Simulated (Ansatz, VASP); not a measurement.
## One calculation of Si, two programs

INCAR

```
SYSTEM = Si
PREC = Accurate
ENCUT = 520
EDIFF = 1E-6
ISMEAR = -1
SIGMA = 0.05
LREAL = .FALSE.
LASPH = .TRUE.
NELM = 60
ALGO = Normal
ISIF = 2
LWAVE = .FALSE.
LCHARG = .FALSE.
GGA = PE
NBANDS = 11
```

File KPOINTS:

```
Automatic mesh
0
G
  4 4 4
  0 0 0
```

The input POSCAR:

```
Si
1.0
    0.0000000000      2.7349159646      2.7349159646
    2.7349159646      0.0000000000      2.7349159646
    2.7349159646      2.7349159646      0.0000000000
Si
2
Direct
    0.0000000000      0.0000000000      0.0000000000
    0.2500000000      0.2500000000      0.2500000000
```

Input for Ansatz:

```yaml
crystal:
  lattice:
    - [0.0, 2.7349159646, 2.7349159646]
    - [2.7349159646, 0.0, 2.7349159646]
    - [2.7349159646, 2.7349159646, 0.0]
  atoms:
    - { symbol: Si, position: [0.0, 0.0, 0.0] }
    - { symbol: Si, position: [0.25, 0.25, 0.25] }
kpoints:
  mp_grid: { grid: [4, 4, 4] }
scf:
  occupations: { method: fermi_dirac, width: 0.05 }
hamiltonian:
  xc: pbe
  pseudopotentials: { kind: all_electron, lapw: { basis_error: 0.00025 } }
output:
  forces: true
  stress: true
  eigenvalues: true
```

Alike in both runs: task single point; functional PBE; k mesh 4 × 4 × 4; occupations fermi-dirac, width 0.05 eV; no spin polarisation.

|  | VASP | Ansatz |
| --- | --- | --- |
| version | VASP 6.6.1 | Ansatz 0.2.0 |
| potentials or method | VASP PAW PBE potentials, release 64 (Si), cutoff 520 eV | all-electron LAPW, scalar-relativistic |

```tsv
	VASP	Ansatz	Ansatz less VASP
pressure (GPa)	0.5	0.6	+0.04
```

Ansatz ran all-electron here, and VASP with PAW potentials.

The k mesh is coarse, so the values compare programs but aren't converged.
